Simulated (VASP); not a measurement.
Runs of VASP 6.6.1 on CO2. The structure is that of space group Cmce (No. 64), or close to it. The cells are those of the table. 

```csv
level,cell,gap on the mesh (eV),pressure (GPa),largest force (eV/Å)
PBEsol,"a = 3.532, b = 3.532, c = 6.543 Å, angles 90.0, 90.0, 84.3°, 6 atoms",(b),5.6,1.53
r2SCAN,"a = 3.556, b = 3.556, c = 6.587 Å, angles 90.0, 90.0, 84.3°, 6 atoms",(d),0.4,(a)
PBEsol,"a = 3.626, b = 3.626, c = 6.716 Å, angles 90.0, 90.0, 84.3°, 6 atoms",6.29,-4.2,1.62
PBEsol,"a = 3.603, b = 3.603, c = 6.674 Å, angles 90.0, 90.0, 84.3°, 6 atoms",6.36,-2.1,(c)
PBEsol,"a = 3.556, b = 3.556, c = 6.587 Å, angles 90.0, 90.0, 84.3°, 6 atoms",6.52,2.8,0.66
```

Alike in all rows: task single point; potentials or basis VASP PAW PBE potentials, release 64 (O, C); no spin polarisation; k mesh 8 × 8 × 4; cutoff (eV) 520; smearing fermi-dirac 0.05 eV.

Problem. Fill in the values left out.

Solution. (a) 0.05; (b) 6.61; (c) 0.91; (d) 7.22.

Caveats: the PAW data sets were made with another functional, which shifts forces and pressure a little.

A k mesh can miss the band edges.
